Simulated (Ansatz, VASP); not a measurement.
CdS in VASP and in Ansatz

```xyz
4
Lattice="4.1500 0.0000 0.0000 -2.0750 3.5940 0.0000 0.0000 0.0000 6.7370" Properties=species:S:1:pos:R:3 pbc="T T T"
Cd    0.0000    2.3960    0.0000
Cd    2.0750    1.1980    3.3685
S     0.0000    2.3960    2.5264
S     2.0750    1.1980    5.8949
```

Alike in both runs: task relaxation of cell and atoms; functional PBEsol; k mesh 10 × 10 × 6; occupations fermi-dirac, width 0.08 eV; no spin polarisation.

```csv
,VASP,Ansatz
version,VASP 6.6.1,Ansatz 0.2.0
potentials or method,"VASP PAW PBE potentials, release 64 (Cd, S)","PAW with Ansatz's default frozen-core files, scalar-relativistic"
plane-wave cutoff (eV),600,420
valence electrons in the cell,36,52
```

```csv
,VASP,Ansatz,Ansatz less VASP
relaxed volume (Å³/atom),24.85,24.70,-0.147
relaxed cell length with the largest relative difference (Å),6.724,6.710,-0.0147
```

VASP's potentials were made for PBE, not for PBEsol. VASP's potentials hold 36 valence electrons a cell and Ansatz's 52, so a difference there can come from the potentials and not from the codes.
